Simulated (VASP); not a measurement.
# Hg2S (P4/mmm) in VASP: a series of runs

The runs below take Hg2S through relaxation of cell and atoms, with PBE.

Everything below comes from runs of VASP 6.6.1. Logs are shortened: lines on timing, memory, paths and dates and some standing lists are left out, and cuts for length are marked.

### Step 1. The cell of the first run

The structure is tetragonal, space group P4/mmm (No. 123). The conventional cell has a = 5.263 Å, b = 5.263 Å, c = 5.488 Å, α = 90.00°, β = 90.00°, γ = 90.00°. Within 3.5 Å of Hg (site symmetry mmm) lie 2 S at 2.63 Å. S (site symmetry 4/mmm) has 4 Hg at 2.63 Å within 3.5 Å.

The cell was generated, and may not be a known phase.

### Step 2. Relaxation of cell and atoms, PBE

Input file INCAR:

```
PREC = Accurate
ENCUT = 600
EDIFF = 1E-6
ISMEAR = 0
SIGMA = 0.1
LREAL = F
LASPH = T
NELM = 80
ALGO = Normal
ISIF = 3
LWAVE = F
LCHARG = F
GGA = PE
IBRION = 2
NSW = 100
EDIFFG = -0.01
```

Input file KPOINTS:

```
Automatic mesh
0
Gamma
  10 10 8
```

Input file POSCAR:

```
Hg2S
1.0
    5.2628685468      0.0000000000      0.0000000000
    0.0000000000      5.2628685468      0.0000000000
    0.0000000000      0.0000000000      5.4880266836
Hg S
2 1
Direct
    0.5000000000      0.0000000000      0.0000000000
    0.0000000000      0.5000000000      0.0000000000
    0.0000000000      0.0000000000      0.0000000000
```

Potentials or basis: VASP PAW PBE potentials, release 64 (Hg, S).

On the command line:

```bash
$ cat potpaw_PBE.64/Hg/POTCAR potpaw_PBE.64/S/POTCAR > POTCAR
$ mpirun -np 1 vasp_std > vasp.out
```

OUTCAR:

```text
PREC = Accurate
   ENCUT = 600
   EDIFF = 1E-6
   ISMEAR = 0
   LREAL = F
   LASPH = T
   NELM = 80
   ISIF = 3
   GGA = PE
   IBRION = 2
   NSW = 100
   EDIFFG = -0.01

 ion  position               nearest neighbor table
   1  0.500  0.000  0.000-   3 2.63   3 2.63   2 3.72   2 3.72   2 3.72   2 3.72
   2  0.000  0.500  0.000-   3 2.63   3 2.63   1 3.72   1 3.72   1 3.72   1 3.72
   3  0.000  0.000  0.000-   1 2.63   2 2.63   2 2.63   1 2.63

  LATTYP: Found a simple tetragonal cell.
 ALAT       =     5.2628685468
 C/A-ratio  =     1.0427823980

  Lattice vectors:

 A1 = (   5.2628685468,   0.0000000000,   0.0000000000)
 A2 = (   0.0000000000,   5.2628685468,   0.0000000000)
 A3 = (   0.0000000000,   0.0000000000,   5.4880266836)

Analysis of symmetry for initial positions (statically):
=====================================================================
 Subroutine PRICEL returns:
 Original cell was already a primitive cell.

 Routine SETGRP: Setting up the symmetry group for a
 simple tetragonal supercell.

 Subroutine GETGRP returns: Found 16 space group operations
 (whereof 16 operations were pure point group operations)
 out of a pool of 16 trial point group operations.

The static configuration has the point symmetry D_4h.

Analysis of symmetry for dynamics (positions and initial velocities):
=====================================================================
 Subroutine PRICEL returns:
 Original cell was already a primitive cell.

 Routine SETGRP: Setting up the symmetry group for a
 simple tetragonal supercell.

 Subroutine GETGRP returns: Found 16 space group operations
 (whereof 16 operations were pure point group operations)
 out of a pool of 16 trial point group operations.

The dynamic configuration has the point symmetry D_4h.

 Subroutine INISYM returns: Found 16 space group operations
 (whereof 16 operations are pure point group operations),
 and found     1 'primitive' translations

----------------------------------------------------------------------------------------

                                     Primitive cell

  volume of cell :     152.0062

  direct lattice vectors                    reciprocal lattice vectors
[... 94 lines left out ...]
   NFREE  =      1    steps in history (QN), initial steepest desc. (CG)
   ISIF   =      3    stress and relaxation
   ISYM   =      2    0-nonsym 1-usesym 2-fastsym
   POTIM  = 0.5000    time-step for ionic-motion
   TEBEG  =    0.0;   TEEND  =   0.0 temperature during run
   PSTRESS=    0.0 pullay stress
   NELECT =      30.0000    total number of electrons
   NUPDOWN=      -1.0000    fix difference up-down
   EMIN   =  10.00;   EMAX   =-10.00  energy-range for DOS
   EFERMI =   0.00;   METHOD = LEGACY
   ISMEAR =     0;   SIGMA  =   0.10  broadening in eV -4-tet -1-fermi 0-gaus
   EFERMI_NEDOS =   21; number of points for ismear=-14 and -15
   IALGO  =     38    algorithm
   IMIX   =      4    mixing-type and parameters
     AMIX     =   0.40;   BMIX     =  1.00
     AMIX_MAG =   1.60;   BMIX_MAG =  1.00
  volume/ion in A,a.u.               =      50.67       341.93
  Fermi-wavevector in a.u.,A,eV,Ry     =   0.953151  1.801193 12.360838  0.908496
  Thomas-Fermi vector in A             =   2.081779
   LORBIT       =      0    0 simple, 1 ext, 2 COOP (PROOUT), +10 PAW based schemes
   GGA     = PE    functional components
   LHFCALC =     F    Hartree Fock is set to
   AEXX    =    0.0000 exact exchange contribution
   IVDW    =     0    specifies the selected vdW correction
   LEPSILON=     F    determine dielectric tensor
   LRPA    =     F    only Hartree local field effects (RPA)
 conjugate gradient relaxation of ions
 non-spin polarized calculation
 Gauss-broadening in eV      SIGMA  =   0.10
  energy-cutoff  :      600.00
  volume of cell :      152.01
 maximum number of plane-waves:      5108
   NGX = 21   NGY = 21   NGZ = 21

--------------------------------------- Ionic step        1  -------------------------------------------

 number of electron      30.0000003 magnetization

 Free energy of the ion-electron system (eV)
  ---------------------------------------------------
  ext. energy  EPLUGINS =         0.00000000
  ---------------------------------------------------
  free energy    TOTEN  =        -3.95313132 eV

  energy without entropy =       -3.95313132  energy(sigma->0) =       -3.95313132

------------------------ aborting loop because EDIFF is reached ----------------------------------------

  FORCE on cell =-STRESS in cart. coord.  units (eV):
  Direction    XX          YY          ZZ          XY          YZ          ZX
  --------------------------------------------------------------------------------------
  -------------------------------------------------------------------------------------
  Total        0.1483315      0.1483315      0.0046484      0.0000000      0.0000000     -0.0000000
  in kB        1.5634457      1.5634457      0.0489947      0.0000000      0.0000000     -0.0000000
  external PRESSURE =       1.0586287 kB  Pullay stress =       0.0000000 kB
[... 61 lines left out ...]
--------------------------------------- Ionic step        3  -------------------------------------------

 number of electron      30.0000004 magnetization

 Free energy of the ion-electron system (eV)
  ---------------------------------------------------
  ext. energy  EPLUGINS =         0.00000000
  ---------------------------------------------------
  free energy    TOTEN  =        -3.95342961 eV

  energy without entropy =       -3.95342960  energy(sigma->0) =       -3.95342960

 E-fermi :  -0.8424     XC(G=0):  -6.2010

 val. band max:       -1.2091778761   @ k =   0.2000   0.2000   0.5000
 cond. band min:      -0.4985545249   @ k =   0.5000   0.5000   0.0000
 fundamental gap:      0.7106233512
 Fermi energy:        -0.8424420446

 k-point     1 :       0.0000    0.0000    0.0000
  band No.  band energies     occupation
      1     -14.0097      2.00000
      2      -7.7604      2.00000
      3      -7.4672      2.00000
      4      -7.4362      2.00000
      5      -7.3645      2.00000
      6      -7.3645      2.00000
[... 505 lines left out ...]
      6      -7.3502      2.00000
[... 11 lines left out ...]
     18       3.1593      0.00000
     19       3.3302      0.00000

 [... further k-points ...]

------------------------ aborting loop because EDIFF is reached ----------------------------------------

  FORCE on cell =-STRESS in cart. coord.  units (eV):
  Direction    XX          YY          ZZ          XY          YZ          ZX
  --------------------------------------------------------------------------------------
  -------------------------------------------------------------------------------------
  Total        0.0062682      0.0062682      0.0112513      0.0000000      0.0000000     -0.0000000
  in kB        0.0658071      0.0658071      0.1181230      0.0000000      0.0000000     -0.0000000
  external PRESSURE =       0.0832458 kB  Pullay stress =       0.0000000 kB
[... 18 lines left out ...]
  FREE ENERGIE OF THE ION-ELECTRON SYSTEM (eV)
  ---------------------------------------------------
  free  energy   TOTEN  =        -3.9534296051 eV

  energy  without entropy=       -3.9534296035  energy(sigma->0) =       -3.95342960

 reached required accuracy - stopping structural energy minimisation
```

OSZICAR:

```text
N       E                     dE             d eps       ncg     rms          rms(c)
DAV:   1     0.211812062544E+03    0.21181E+03   -0.13631E+04  3990   0.146E+03
DAV:   2     0.973960764731E+01   -0.20207E+03   -0.19222E+03  4437   0.316E+02
DAV:   3    -0.434435533455E+01   -0.14084E+02   -0.13773E+02  4849   0.774E+01
[... 21 lines left out ...]
DAV:   1    -0.395368351969E+01   -0.26314E-03   -0.64456E-03  4068   0.800E-01    0.125E-01
DAV:   2    -0.395345624821E+01    0.22727E-03   -0.64505E-04  4029   0.279E-01    0.369E-02
DAV:   3    -0.395343251970E+01    0.23729E-04   -0.62490E-05  4094   0.678E-02    0.338E-02
DAV:   4    -0.395342961287E+01    0.29068E-05   -0.74774E-06  4175   0.217E-02    0.276E-03
DAV:   5    -0.395342960508E+01    0.77875E-08   -0.12268E-06  2067   0.120E-02
   3 F= -.39534296E+01 E0= -.39534296E+01  d E =-.298286E-03
```

Wall time 9.5 min (1 thread of Intel Xeon Platinum 8259CL at 2.50GHz (Skylake/Cascade Lake), shared host); peak memory 0.54 GiB.

Results:

| Item | Value |
| --- | --- |
| Free energy | -3.9534 eV |
| Relaxed volume | 50.87 Å³/atom |
| Relaxed cell | a = 5.273 Å, b = 5.273 Å, c = 5.488 Å, α = 90.00°, β = 90.00°, γ = 90.00° |
| Space group after relaxing (to 0.1 Å) | P4/mmm (No. 123) |
| Energy gained by relaxing | 0.1 meV/atom |
| Ionic steps | 3 |
| Pressure after relaxing | 0.0 GPa |
| Band gap on the k mesh | zero (bands 15 and 16 overlap by 2.74 eV) |

The path:
```tsv
step	energy change (eV)	largest force (eV/Å)	pressure (GPa)	volume (Å³)
1	0.0000	0.0000	0.11	152.01
2	-0.0003	0.0000	-0.03	152.74
3	-0.0003	0.0000	0.01	152.61
```

Final structure:
```
Hg S
1.0
     5.27313    0.00000    0.00000
     0.00000    5.27313    0.00000
     0.00000    0.00000    5.48836
Hg S
2 1
Direct
  0.50000 0.00000 0.00000
  0.00000 0.50000 0.00000
  0.00000 0.00000 0.00000
```

Caveat: spin-orbit coupling is left out, which moves the levels of the heavy elements.

### Step 3. Relaxation of cell and atoms, PBE

This run uses another cell than the first one, of 37.12 Å³/atom.

Input file INCAR:

```
PREC = Accurate ; ENCUT = 600
EDIFF = 1E-6 ; ISMEAR = 0
SIGMA = 0.1 ; LREAL = F
LASPH = T ; NELM = 100
ALGO = Normal ; ISIF = 3
LWAVE = F ; LCHARG = F
GGA = PE ; IBRION = 2
NSW = 100 ; EDIFFG = -0.01
```

Input file KPOINTS:

```
Automatic mesh
0
Gamma
  10 10 12
```

Input file POSCAR:

```
Hg2S
1.0
    5.2977329356      0.0000000000      0.0000000000
    0.0000000000      5.2977329356      0.0000000000
    0.0000000000      0.0000000000      3.9672627203
Hg S
2 1
Direct
    0.5000000000      0.0000000000      0.0000000000
    0.0000000000      0.5000000000      0.0000000000
    0.0000000000      0.0000000000      0.0000000000
```

Potentials or basis: VASP PAW PBE potentials, release 64 (Hg, S).

On the command line:

```bash
$ cat potpaw_PBE.64/Hg/POTCAR potpaw_PBE.64/S/POTCAR > POTCAR
$ mpirun -np 1 vasp_std > vasp.out
```

It took 16 min on 1 thread of Intel Xeon 6975P-C (Granite Rapids), shared host; peak memory 0.51 GiB.

It converged, with:

```
Free energy                           : -3.9438 eV
Relaxed volume                        : 47.85 Å³/atom
Relaxed cell                          : a = 5.272 Å, b = 5.272 Å, c = 5.164 Å, α = 90.00°, β = 90.00°, γ = 90.00°
Space group after relaxing (to 0.1 Å) : P4/mmm (No. 123)
Energy gained by relaxing             : 21.8 meV/atom
Ionic steps                           : 13
Pressure after relaxing               : 0.0 GPa
Band gap on the k mesh                : zero (bands 15 and 16 overlap by 2.82 eV)
```

The path:
```tsv
step	energy change (eV)	largest force (eV/Å)	pressure (GPa)	volume (Å³)
1	0.0000	0.0000	-0.02	111.35
2	-0.0096	0.0000	0.35	111.25
3	-0.0129	0.0000	0.80	111.13
4	-0.0195	0.0000	0.71	112.52
5	-0.0354	0.0000	0.47	116.73
6	-0.0535	0.0000	0.07	125.26
7	-0.0588	0.0000	-0.50	142.76
8	-0.0604	0.0000	-0.36	137.82
9	-0.0651	0.0000	0.13	140.54
10	-0.0653	0.0000	0.06	140.09
11	-0.0653	0.0000	0.06	140.14
12	-0.0655	0.0000	0.04	140.99
13	-0.0655	0.0000	-0.01	143.54
```

Final structure:
```xyz
3
Lattice="5.2722 0.0000 0.0000 0.0000 5.2722 0.0000 0.0000 0.0000 5.1642" Properties=species:S:1:pos:R:3 pbc="T T T"
Hg    2.6361    0.0000    0.0000
Hg    0.0000    2.6361    0.0000
S     0.0000    0.0000    0.0000
```

Levels at points of the mesh, in eV from the Fermi level:
```csv
k point,band 13,band 14,band 15,band 16,band 17,band 18
"(0.00, 0.00, 0.00)",-3.63,-2.90,-2.11,-1.90,4.39,4.39
"(0.50, 0.00, 0.00)",-3.15,-2.45,-1.68,1.90,3.60,3.85
"(0.50, 0.50, 0.00)",-4.35,-1.29,0.31,2.34,2.34,4.10
"(0.00, 0.00, 0.50)",-3.60,-2.68,-2.50,-1.74,2.26,4.48
"(0.50, 0.00, 0.50)",-3.13,-2.26,-1.98,1.95,2.17,3.40
"(0.50, 0.50, 0.50)",-4.23,-1.51,0.61,2.39,2.39,2.53
```

Caveat: the volume moved by over 15 % at a fixed basis, so the end points are rough; spin-orbit coupling is left out, which moves the levels of the heavy elements.

The gap in the log of VASP goes by the Fermi energy; the results here count the filled bands.